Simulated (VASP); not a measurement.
B:

```
CELL_PARAMETERS angstrom
0.00000 4.43686 4.43686
4.43686 0.00000 4.43686
4.43686 4.43686 0.00000
ATOMIC_POSITIONS crystal
B 0.80625 0.06458 0.06458
B 0.18542 0.18542 0.18542
B 0.18542 0.18542 0.44375
B 0.18542 0.44375 0.18542
B 0.06458 0.80625 0.06458
B 0.06458 0.06458 0.06458
B 0.06458 0.06458 0.80625
B 0.44375 0.18542 0.18542
```

| Item | Value |
| --- | --- |
| Program | VASP 6.6.1 |
| Task | relaxation of cell and atoms |
| Functional | PBE |
| Potentials or basis | VASP PAW PBE potentials, release 64 (B) |
| Cutoff | 600 eV |
| k mesh | 4 × 4 × 4 |
| Occupations | gaussian, width 0.1 eV |
| Spin | no spin polarisation |

At the start: pressure 0.4 GPa; volume 21.84 Å³/atom.

Where does the relaxation end?

Over 8 steps the energy falls by 236.8 meV/atom and the volume is 19.70 Å³/atom (-9.8 %); space group Fd-3m (No. 227, to 0.05 Å).

The path:
```
step  energy change (eV)  largest force (eV/Å)  pressure (GPa)  volume (Å³)
   1              0.0000                5.0191            0.40       174.69
   2              5.2923               11.8551            0.27       176.07
   3             -1.5241                0.3447           -6.21       175.17
   4             -1.5337                0.0061           -5.98       175.14
   5             -1.8688                0.6959           -0.56       157.92
   6             -1.8698                0.6455           -0.90       158.76
   7             -1.7826                1.4474            1.97       155.18
   8             -1.8940                0.0044           -0.10       157.60
```

Final structure:
```cif
data_structure
_symmetry_space_group_name_H-M 'P 1'
_symmetry_Int_Tables_number 1
_cell_length_a 6.0630
_cell_length_b 6.0630
_cell_length_c 6.0630
_cell_angle_alpha 60.000
_cell_angle_beta 60.000
_cell_angle_gamma 60.000
_cell_volume 157.60
loop_
_atom_site_label
_atom_site_type_symbol
_atom_site_fract_x
_atom_site_fract_y
_atom_site_fract_z
_atom_site_occupancy
B1 B 0.78896 0.07035 0.07035 1
B2 B 0.17965 0.17965 0.17965 1
B3 B 0.17965 0.17965 0.46104 1
B4 B 0.17965 0.46104 0.17965 1
B5 B 0.07035 0.78896 0.07035 1
B6 B 0.07035 0.07035 0.07035 1
B7 B 0.07035 0.07035 0.78896 1
B8 B 0.46104 0.17965 0.17965 1
```
